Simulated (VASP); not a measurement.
# CoO (R-3m) in VASP: settings compared, part 2 of 2

VASP 6.6.1.

## (4) Single point, PBEsol-based global hybrid with 25 % exact exchange, collinear spin, ferromagnetic start

This run uses another cell than the first one, of 9.05 Å³/atom.

Input file POSCAR:

```
CoO
1.0
    1.5098575223      0.8717166470      2.2913225422
   -1.5098575223      0.8717166470      2.2913225422
    0.0000000000     -1.7434332939      2.2913225422
Co O
1 1
Direct
    0.0000000000      0.0000000000      0.0000000000
    0.5000000000      0.5000000000      0.5000000000
```

Input file INCAR.step1:

```
SYSTEM = CoO
PREC = Accurate
ENCUT = 520
EDIFF = 1E-5
ISMEAR = -1
SIGMA = 0.05
LREAL = .False.
LASPH = .True.
NELM = 150
ALGO = Normal
ISIF = 2
LWAVE = .True.
ISPIN = 2
MAGMOM = 2 0
LORBIT = 11
LMAXMIX = 4
GGA = PE
NBANDS = 18
KPAR = 4
```

Input file INCAR.step2:

```
SYSTEM = CoO
PREC = Accurate
ENCUT = 520
EDIFF = 1E-6
ISMEAR = -1
SIGMA = 0.05
LREAL = .False.
LASPH = .True.
NELM = 150
ALGO = Normal
ISIF = 2
LWAVE = .False.
LCHARG = .True.
ISPIN = 2
MAGMOM = 2 0
LORBIT = 11
LMAXMIX = 4
GGA = PS
LHFCALC = .True.
AEXX = 0.25
PRECFOCK = Normal
LVHAR = .True.
ISTART = 1
NBANDS = 18
KPAR = 4
```

Input file KPOINTS:

```
Automatic mesh
0
Gamma
  6 6 6
  0 0 0
```

Potentials or basis: VASP PAW PBE potentials, release 64 (Co, O).

Launch:

```console
cat potpaw_PBE.64/Co/POTCAR potpaw_PBE.64/O/POTCAR > POTCAR
cp INCAR.step1 INCAR
mpirun -np 4 vasp_std > vasp.out
cp INCAR.step2 INCAR
mpirun -np 4 vasp_std > vasp.out
```

OUTCAR:

```text
SYSTEM = CoO
   PREC = Accurate
   ENCUT = 520
   EDIFF = 1E-6
   ISMEAR = -1
   LREAL = .False.
   LASPH = .True.
   NELM = 150
   ISIF = 2
   ISPIN = 2
   LORBIT = 11
   GGA = PS
   LHFCALC = .True.
   AEXX = 0.25
   PRECFOCK = Normal
   ISTART = 1

 ion  position               nearest neighbor table
   1  0.000  0.000  0.000-   2 2.09   2 2.09   2 2.09   2 2.09   2 2.09   2 2.09
   2  0.500  0.500  0.500-   1 2.09   1 2.09   1 2.09   1 2.09   1 2.09   1 2.09

  LATTYP: Found a trigonal (rhomboedric) cell.
 ALAT       =     2.8791871496
 COS(alpha) =     0.4500006970

  Lattice vectors:

 A1 = (   1.5098575223,   0.8717166470,   2.2913225422)
 A2 = (  -1.5098575223,   0.8717166470,   2.2913225422)
 A3 = (   0.0000000000,  -1.7434332939,   2.2913225422)

Analysis of symmetry for initial positions (statically):
=====================================================================
 Subroutine PRICEL returns:
 Original cell was already a primitive cell.

 Routine SETGRP: Setting up the symmetry group for a
 trigonal (rhombohedral) supercell.

 Subroutine GETGRP returns: Found 12 space group operations
 (whereof 12 operations were pure point group operations)
 out of a pool of 12 trial point group operations.

The static configuration has the point symmetry D_3d.

Analysis of symmetry for dynamics (positions and initial velocities):
=====================================================================
 Subroutine PRICEL returns:
 Original cell was already a primitive cell.

 Routine SETGRP: Setting up the symmetry group for a
 trigonal (rhombohedral) supercell.

 Subroutine GETGRP returns: Found 12 space group operations
 (whereof 12 operations were pure point group operations)
 out of a pool of 12 trial point group operations.

The dynamic configuration has the point symmetry D_3d.

Analysis of structural, dynamic, and magnetic symmetry:
=====================================================================
 Subroutine PRICEL returns:
[... 159 lines left out ...]
  ext. energy  EPLUGINS =         0.00000000
  ---------------------------------------------------
  free energy    TOTEN  =       -20.45175157 eV

  energy without entropy =      -20.45174792  energy(sigma->0) =      -20.45174975

 E-fermi :   8.6253     XC(G=0): -10.2036

 val. band max:        8.1370966605   @ k =  -0.1667   0.1667   0.0000
 cond. band min:       9.1221068107   @ k =   0.5000   0.3333   0.3333
 fundamental gap:      0.9850101501
 Fermi energy:         8.6252690108

 spin component 1

 k-point     1 :       0.0000    0.0000    0.0000
  band No.  band energies     occupation
      1     -15.0957      1.00000
      2       1.9724      1.00000
      3       1.9724      1.00000
      4       2.1389      1.00000
      5       2.1389      1.00000
      6       3.0845      1.00000
[... 493 lines left out ...]
     17      41.8313      0.00000
     18      43.1515      0.00000

 [... further k-points ...]

 spin component 2

 k-point     1 :       0.0000    0.0000    0.0000
  band No.  band energies     occupation
      1     -14.4386      1.00000
      2       4.6381      1.00000
      3       4.6381      1.00000
      4       5.0007      1.00000
      5       5.0768      1.00000
      6       6.6422      1.00000
[... 493 lines left out ...]
     17      42.5806      0.00000
     18      43.6309      0.00000

 [... further k-points ...]

------------------------ aborting loop because EDIFF is reached ----------------------------------------

  FORCE on cell =-STRESS in cart. coord.  units (eV):
  Direction    XX          YY          ZZ          XY          YZ          ZX
  --------------------------------------------------------------------------------------
  -------------------------------------------------------------------------------------
  Total       -0.0164383     -0.0164383      0.0266960      0.0000000      0.0000000      0.0000000
  in kB       -1.4555249     -1.4555249      2.3637813      0.0000000      0.0000000      0.0000000
  external PRESSURE =      -0.1824228 kB  Pullay stress =       0.0000000 kB

 VOLUME and BASIS-vectors are now :
 -----------------------------------------------------------------------------
  energy-cutoff  :      520.00
  volume of cell :       18.09
      direct lattice vectors                 reciprocal lattice vectors
     1.509857522  0.871716647  2.291322542     0.331157075  0.191193626  0.145476391
    -1.509857522  0.871716647  2.291322542    -0.331157075  0.191193626  0.145476391
     0.000000000 -1.743433294  2.291322542     0.000000000 -0.382387252  0.145476391

 POSITION                                       TOTAL-FORCE (eV/Angst)
 -----------------------------------------------------------------------------------
      0.00000      0.00000      0.00000         0.000000     -0.000000      0.000000
      0.00000      0.00000      3.43698        -0.000000      0.000000     -0.000000
 -----------------------------------------------------------------------------------
    total drift:                                0.000000      0.000000     -0.000000

  FREE ENERGIE OF THE ION-ELECTRON SYSTEM (eV)
  ---------------------------------------------------
  free  energy   TOTEN  =       -20.4517515737 eV

  energy  without entropy=      -20.4517479185  energy(sigma->0) =      -20.45174975

 total charge

# of ion       s       p       d       tot
------------------------------------------
    1        0.310   0.417   7.140   7.867
    2        1.549   3.505   0.000   5.054
--------------------------------------------------
tot          1.859   3.923   7.140  12.922

 magnetization (x)

# of ion       s       p       d       tot
------------------------------------------
    1        0.012   0.010   2.672   2.694
    2        0.030   0.250   0.000   0.280
--------------------------------------------------
tot          0.042   0.260   2.672   2.974
```

Wall time 48 min (4 MPI ranks of AMD EPYC 7R43 (Zen 3), shared host); peak memory 0.14 GiB.

Results:

* Free energy: -20.4518 eV
* Pressure: 0.0 GPa
* Band gap on the k mesh: zero (filled and empty bands overlap)
* Net moment: 3.00 μB per cell
* Site moments: Co +2.69; O +0.28 μB
* Valence electrons inside the program's atomic spheres: Co 7.87; O 5.05

Stress tensor (GPa, compression positive):
```
-0.15  0.00  0.00
 0.00 -0.15  0.00
 0.00  0.00  0.24
```

Caveat: the k points lie up to 0.43 Å⁻¹ apart, too coarse for converged energies and pressures of a metal; the PAW data sets were made with another functional, which shifts forces and pressure a little; a cell with one magnetic atom can't hold antiferromagnetic order, which such compounds often take.

## (5) Single point, PBE, collinear spin, ferromagnetic start

Input file INCAR:

```
SYSTEM = CoO
PREC = Accurate
ENCUT = 520
EDIFF = 1E-6
ISMEAR = 0
SIGMA = 0.025
LREAL = .FALSE.
LASPH = .TRUE.
NELM = 150
ALGO = Normal
ISIF = 2
LWAVE = .FALSE.
LCHARG = .TRUE.
ISPIN = 2
MAGMOM = 2 0
LORBIT = 11
LMAXMIX = 4
GGA = PE
LELF = .TRUE.
LVHAR = .TRUE.
NBANDS = 18
```

Input file KPOINTS:

```
Automatic mesh
0
G
  11 11 11
  0 0 0
```

Input file POSCAR:

```
CoO
1.0
    1.5054695445      0.8691832468      2.4399269062
   -1.5054695445      0.8691832468      2.4399269062
    0.0000000000     -1.7383664936      2.4399269062
Co O
1 1
Direct
    0.0000000000      0.0000000000      0.0000000000
    0.5000000000      0.5000000000      0.5000000000
```

Potentials or basis: VASP PAW PBE potentials, release 64 (Co, O).

Launch:

```console
cat potpaw_PBE.64/Co/POTCAR potpaw_PBE.64/O/POTCAR > POTCAR
mpirun -np 1 vasp_std > vasp.out
```

OUTCAR:

```text
SYSTEM = CoO
   PREC = Accurate
   ENCUT = 520
   EDIFF = 1E-6
   ISMEAR = 0
   LREAL = .FALSE.
   LASPH = .TRUE.
   NELM = 150
   ISIF = 2
   ISPIN = 2
   LORBIT = 11
   GGA = PE

 ion  position               nearest neighbor table
   1  0.000  0.000  0.000-   2 2.12   2 2.12   2 2.12   2 2.12   2 2.12   2 2.12
   2  0.500  0.500  0.500-   1 2.12   1 2.12   1 2.12   1 2.12   1 2.12   1 2.12

  LATTYP: Found a trigonal (rhomboedric) cell.
 ALAT       =     2.9958573687
 COS(alpha) =     0.4949531368

  Lattice vectors:

 A1 = (   1.5054695445,   0.8691832468,   2.4399269062)
 A2 = (  -1.5054695445,   0.8691832468,   2.4399269062)
 A3 = (   0.0000000000,  -1.7383664936,   2.4399269062)

Analysis of symmetry for initial positions (statically):
=====================================================================
 Subroutine PRICEL returns:
 Original cell was already a primitive cell.

 Routine SETGRP: Setting up the symmetry group for a
 trigonal (rhombohedral) supercell.

 Subroutine GETGRP returns: Found 12 space group operations
 (whereof 12 operations were pure point group operations)
 out of a pool of 12 trial point group operations.

The static configuration has the point symmetry D_3d.

Analysis of symmetry for dynamics (positions and initial velocities):
=====================================================================
 Subroutine PRICEL returns:
 Original cell was already a primitive cell.

 Routine SETGRP: Setting up the symmetry group for a
 trigonal (rhombohedral) supercell.

 Subroutine GETGRP returns: Found 12 space group operations
 (whereof 12 operations were pure point group operations)
 out of a pool of 12 trial point group operations.

The dynamic configuration has the point symmetry D_3d.

Analysis of structural, dynamic, and magnetic symmetry:
=====================================================================
 Subroutine PRICEL returns:
 Original cell was already a primitive cell.

 Routine SETGRP: Setting up the symmetry group for a
 trigonal (rhombohedral) supercell.

 Subroutine GETGRP returns: Found 12 space group operations
 (whereof 12 operations were pure point group operations)
 out of a pool of 12 trial point group operations.

The overall configuration has the point symmetry D_3d.

 Subroutine INISYM returns: Found 12 space group operations
 (whereof 12 operations are pure point group operations),
 and found     1 'primitive' translations

----------------------------------------------------------------------------------------

                                     Primitive cell

  volume of cell :      19.1563

  direct lattice vectors                    reciprocal lattice vectors
     1.505469544  0.869183247  2.439926906     0.332122295  0.191750896  0.136616114
    -1.505469544  0.869183247  2.439926906    -0.332122295  0.191750896  0.136616114
     0.000000000 -1.738366494  2.439926906     0.000000000 -0.383501793  0.136616114

  length of vectors
     2.995857369  2.995857369  2.995857369     0.407108816  0.407108816  0.407108816

  position of ions in fractional coordinates (direct lattice)
     0.000000000  0.000000000  0.000000000
     0.500000000  0.500000000  0.500000000

  ion indices of the primitive-cell ions
   primitive index   ion index
                 1           1
[... 66 lines left out ...]
   ICHARG =      2    charge: 1-file 2-atom 10-const
   ISPIN  =      2    spin polarized calculation?
   LNONCOLLINEAR =      F non collinear calculations
   LSORBIT =      F    spin-orbit coupling
   LASPH  =      T    aspherical Exc in radial PAW
   ENCUT  =  520.0 eV  38.22 Ry    6.18 a.u.   5.57  5.57  5.57*2*pi/ulx,y,z
   NELM   =    150;   NELMIN=  2; NELMDL= -5     # of ELM steps
   EDIFF  = 0.1E-05   stopping-criterion for ELM
   LREAL  =      F    real-space projection
   EDIFFG = 0.1E-04   stopping-criterion for IOM
   NSW    =      0    number of steps for IOM
   IBRION =     -1    ionic relax: 0-MD 1-quasi-New 2-CG
   NFREE  =      0    steps in history (QN), initial steepest desc. (CG)
   ISIF   =      2    stress and relaxation
   ISYM   =      2    0-nonsym 1-usesym 2-fastsym
   POTIM  = 0.5000    time-step for ionic-motion
   TEBEG  =    0.0;   TEEND  =   0.0 temperature during run
   PSTRESS=    0.0 pullay stress
   NELECT =      15.0000    total number of electrons
   NUPDOWN=      -1.0000    fix difference up-down
   EMIN   =  10.00;   EMAX   =-10.00  energy-range for DOS
   EFERMI =   0.00;   METHOD = LEGACY
   ISMEAR =     0;   SIGMA  =   0.03  broadening in eV -4-tet -1-fermi 0-gaus
   EFERMI_NEDOS =   21; number of points for ismear=-14 and -15
   IALGO  =     38    algorithm
   IMIX   =      4    mixing-type and parameters
     AMIX     =   0.40;   BMIX     =  1.00
     AMIX_MAG =   1.60;   BMIX_MAG =  1.00
  volume/ion in A,a.u.               =       9.58        64.64
  Fermi-wavevector in a.u.,A,eV,Ry     =   1.508927  2.851458 30.978555  2.276860
  Thomas-Fermi vector in A             =   2.619316
   LORBIT       =     11    0 simple, 1 ext, 2 COOP (PROOUT), +10 PAW based schemes
   GGA     = PE    functional components
   LHFCALC =     F    Hartree Fock is set to
   AEXX    =    0.0000 exact exchange contribution
   IVDW    =     0    specifies the selected vdW correction
   LEPSILON=     F    determine dielectric tensor
   LRPA    =     F    only Hartree local field effects (RPA)
 spin polarized calculation
 Gauss-broadening in eV      SIGMA  =   0.03
  energy-cutoff  :      520.00
  volume of cell :       19.16
 maximum number of plane-waves:       532
   NGX = 11   NGY = 11   NGZ = 11

 number of electron      15.0000005 magnetization       2.8853187

 Free energy of the ion-electron system (eV)
  ---------------------------------------------------
  ext. energy  EPLUGINS =         0.00000000
  ---------------------------------------------------
  free energy    TOTEN  =       -13.04798649 eV

  energy without entropy =      -13.04667688  energy(sigma->0) =      -13.04733168

 E-fermi :   8.0426     XC(G=0): -12.4589

 val. band max:        8.0423258819   @ k =  -0.2727  -0.4545   0.0909
 cond. band min:       8.0449183183   @ k =   0.4545   0.2727   0.2727
 fundamental gap:      0.0025924363
 Fermi energy:         8.0425615775

 spin component 1

 k-point     1 :       0.0000    0.0000    0.0000
  band No.  band energies     occupation
      1     -12.2438      1.00000
      2       4.7709      1.00000
      3       4.7709      1.00000
      4       4.8561      1.00000
      5       4.8561      1.00000
      6       4.9053      1.00000
[... 493 lines left out ...]
     17      35.8585      0.00000
     18      37.6557      0.00000

 [... further k-points ...]

 spin component 2

 k-point     1 :       0.0000    0.0000    0.0000
  band No.  band energies     occupation
      1     -11.7491      1.00000
      2       5.4073      1.00000
      3       5.4073      1.00000
      4       5.4608      1.00000
      5       6.9095      1.00000
      6       6.9095      1.00000
[... 493 lines left out ...]
     17      36.4567      0.00000
     18      38.2594      0.00000

 [... further k-points ...]

------------------------ aborting loop because EDIFF is reached ----------------------------------------

  FORCE on cell =-STRESS in cart. coord.  units (eV):
  Direction    XX          YY          ZZ          XY          YZ          ZX
  --------------------------------------------------------------------------------------
  -------------------------------------------------------------------------------------
  Total       -0.0659346     -0.0659346     -0.1544867      0.0000000      0.0000000      0.0000000
  in kB       -5.5145821     -5.5145821    -12.9208245      0.0000000      0.0000000      0.0000000
  external PRESSURE =      -7.9833296 kB  Pullay stress =       0.0000000 kB

 VOLUME and BASIS-vectors are now :
 -----------------------------------------------------------------------------
  energy-cutoff  :      520.00
  volume of cell :       19.16
      direct lattice vectors                 reciprocal lattice vectors
     1.505469544  0.869183247  2.439926906     0.332122295  0.191750896  0.136616114
    -1.505469544  0.869183247  2.439926906    -0.332122295  0.191750896  0.136616114
     0.000000000 -1.738366494  2.439926906     0.000000000 -0.383501793  0.136616114

 POSITION                                       TOTAL-FORCE (eV/Angst)
 -----------------------------------------------------------------------------------
      0.00000      0.00000      0.00000        -0.000000     -0.000000      0.000000
      0.00000      0.00000      3.65989         0.000000      0.000000     -0.000000
 -----------------------------------------------------------------------------------
    total drift:                               -0.000000      0.000000     -0.000000

  FREE ENERGIE OF THE ION-ELECTRON SYSTEM (eV)
  ---------------------------------------------------
  free  energy   TOTEN  =       -13.0479864891 eV

  energy  without entropy=      -13.0466768787  energy(sigma->0) =      -13.04733168

 total charge

# of ion       s       p       d       tot
------------------------------------------
    1        0.296   0.362   7.151   7.808
    2        1.556   3.427   0.000   4.983
--------------------------------------------------
tot          1.852   3.788   7.151  12.791

 magnetization (x)

# of ion       s       p       d       tot
------------------------------------------
    1        0.021   0.018   2.504   2.543
    2        0.029   0.265   0.000   0.294
--------------------------------------------------
tot          0.050   0.283   2.504   2.837
```

stdout:

```text
POSCAR found type information on POSCAR CoO
 POSCAR found :  2 types and       2 ions
 scaLAPACK will be used
 LDA part: xc-table for (Slater+PW92), standard interpolation
 POSCAR, INCAR and KPOINTS ok, starting setup
 FFT: planning ... GRIDC
 FFT: planning ... GRID_SOFT
 FFT: planning ... GRID
 WAVECAR not read
 entering main loop
```

Run time: 1.7 min. Hardware: 1 thread of Intel Xeon 8259CL, shared host; peak memory 0.21 GiB.

What came out:

```yaml
Free_energy: -13.0480 eV
Pressure: -0.8 GPa
Net_moment: 2.89 μB per cell
Site_moments: Co +2.54; O +0.29 μB
Valence_electrons_inside_the_program's_atomic_spheres: Co 7.81; O 4.98
```

Stress tensor (GPa, compression positive):
```
-0.55  0.00  0.00
 0.00 -0.55  0.00
 0.00  0.00 -1.29
```

Levels at points of the mesh, in eV from the Fermi level:
Spin up:
| k point | band 7 | band 8 | band 9 | band 10 | band 11 | band 12 |
| --- | --- | --- | --- | --- | --- | --- |
| (0.00, 0.00, 0.00) | -3.10 | -3.10 | -3.04 | 1.03 | 16.88 | 18.12 |
Spin down:
```csv
k point,band 4,band 5,band 6,band 7,band 8,band 9
"(0.00, 0.00, 0.00)",-2.58,-1.13,-1.13,-1.12,0.04,0.04
```

Caveat: a cell with one magnetic atom can't hold antiferromagnetic order, which such compounds often take; semilocal functionals often make such compounds metallic where correlation or magnetic order opens a gap, which also shifts bond lengths. With open d or f shells a metallic result of PBE can be an artefact of self-interaction; +U or a hybrid may open a gap.

## (6) Overview

```csv
task,level,cell,k mesh,cutoff (eV),smearing,grid for exact exchange (PRECFOCK),share of exact exchange,gap on the mesh (eV),pressure (GPa),moment (μB),relaxed volume (Å³/atom)
relaxation of cell and atoms,RPBE+D4,"relaxed from a = 2.996 Å, angles 60.3°, 2 atoms",11 × 11 × 11,600,fermi-dirac 0.05 eV,-,-,none,0.0,2.86,9.42
relaxation of cell and atoms,revPBE+D3(BJ),"relaxed from a = 2.996 Å, angles 60.3°, 2 atoms",11 × 11 × 11,600,fermi-dirac 0.05 eV,-,-,none,0.0,2.91,9.65
single point,PBEsol-based global hybrid with 25 % exact exchange,"a = 2.879 Å, angles 63.3°, 2 atoms",6 × 6 × 6,520,fermi-dirac 0.05 eV,Normal,0.25,none,0.0,3.00,-
single point,PBE,"a = 2.996 Å, angles 60.3°, 2 atoms",11 × 11 × 11,520,gaussian 0.025 eV,-,-,none,-0.8,2.89,-
```

Alike in all rows: potentials or basis VASP PAW PBE potentials, release 64 (Co, O); spin collinear, ferromagnetic start.

Caveats: some runs use coarse meshes; a cell with one magnetic atom can't hold antiferromagnetic order, which such compounds often take; the PAW data sets were made with another functional, which shifts forces and pressure a little (at least some runs); semilocal functionals often make such compounds metallic where correlation or magnetic order opens a gap, which also shifts bond lengths (at least some runs).

Total energies depend on the potentials used, so only differences within one code and one set of settings carry meaning.
